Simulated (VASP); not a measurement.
Set up this calculation in VASP 6.6.1, as the native input.

- Task: single point
- Functional: LDA
- Potentials or basis: VASP PAW LDA potentials, release 64 (Cd, S)
- Cutoff: 520 eV
- k mesh: 6 × 6 × 4
- Occupations: gaussian, width 0.01 eV
- Spin: no spin polarisation
- Dipole correction: no
- Further INCAR settings: ALGO = Normal; EDIFF = 1e-06; NBANDS = 26

The structure of CdS lies in POSCAR:

```
CdS
1.0
    3.8523745885      0.0000000000      0.0000000000
   -1.9261872942      3.3362542585      0.0000000000
    0.0000000000      0.0000000000      6.3540862108
Cd S
2 2
Direct
    0.3333333333      0.6666666667      0.0014475636
    0.6666666667      0.3333333333      0.5014475636
    0.3333333333      0.6666666667      0.3735524364
    0.6666666667      0.3333333333      0.8735524364
```

These files were run (other wordings do the same):

INCAR

```
PREC = Accurate
ENCUT = 520
EDIFF = 1E-6
ISMEAR = 0
SIGMA = 0.01
LREAL = F
LASPH = T
NELM = 100
ALGO = Normal
ISIF = 2
LWAVE = F
LCHARG = T
GGA = CA
LELF = T
LVHAR = T
NBANDS = 26
```

KPOINTS

```
Automatic mesh
0
Gamma
  6 6 4
```

Potentials or basis: VASP PAW LDA potentials, release 64 (Cd, S).

Launch:

```sh
$ cat potpaw_LDA.64/Cd/POTCAR potpaw_LDA.64/S/POTCAR > POTCAR
$ mpirun -np 1 vasp_std > vasp.out
```

Results of the run:

| Quantity | Value |
| --- | --- |
| Pressure | 16.1 GPa |
| Largest force | 0.003 eV/Å |
| Band gap on the k mesh | 1.36 eV |

Caveat: the cell stands under pressure.

Run time: 35 s on 1 thread of Intel Xeon 8259CL, with other jobs on the host, peak memory 0.18 GiB.
